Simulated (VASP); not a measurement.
A run of VASP 6.6.1 is set up as follows.

INCAR

```
SYSTEM = Sr4Ir
PREC = Accurate ; ENCUT = 520
EDIFF = 1E-6 ; ISMEAR = 0
SIGMA = 0.1 ; LREAL = .False.
LASPH = .True. ; NELM = 80
ALGO = Normal ; ISIF = 2
LWAVE = .False. ; LCHARG = .True.
GGA = PE ; LELF = .True.
LVHAR = .True. ; NBANDS = 32
```

The input KPOINTS:

```
Automatic mesh
0
Gamma
  4 4 4
  0 0 0
```

The input POSCAR:

```
Sr4Ir
1.0
    5.9970810240      0.0000000000      0.0000000000
    0.0000000000      5.9970810240      0.0000000000
    0.0000000000      0.0000000000      5.9970810240
Sr Ir
4 1
Direct
    0.0000000000      0.5000000000      0.5000000000
    0.5000000000      0.0000000000      0.5000000000
    0.5000000000      0.5000000000      0.0000000000
    0.0000000000      0.0000000000      0.0000000000
    0.5000000000      0.5000000000      0.5000000000
```

Potentials or basis: VASP PAW PBE potentials, release 64 (Sr_sv, Ir).

Run with:

```console
$ cat potpaw_PBE.64/Sr_sv/POTCAR potpaw_PBE.64/Ir/POTCAR > POTCAR
$ mpirun -np 1 vasp_std > vasp.out
```

(1) Predict the band gap on the k mesh.

(2) Estimate the pressure.

Results:

(1) zero (an odd number of electrons rules out a gap without spin polarisation).

(2) 0.1 GPa.

Caveat: spin-orbit coupling is left out, which moves the levels of the heavy elements.
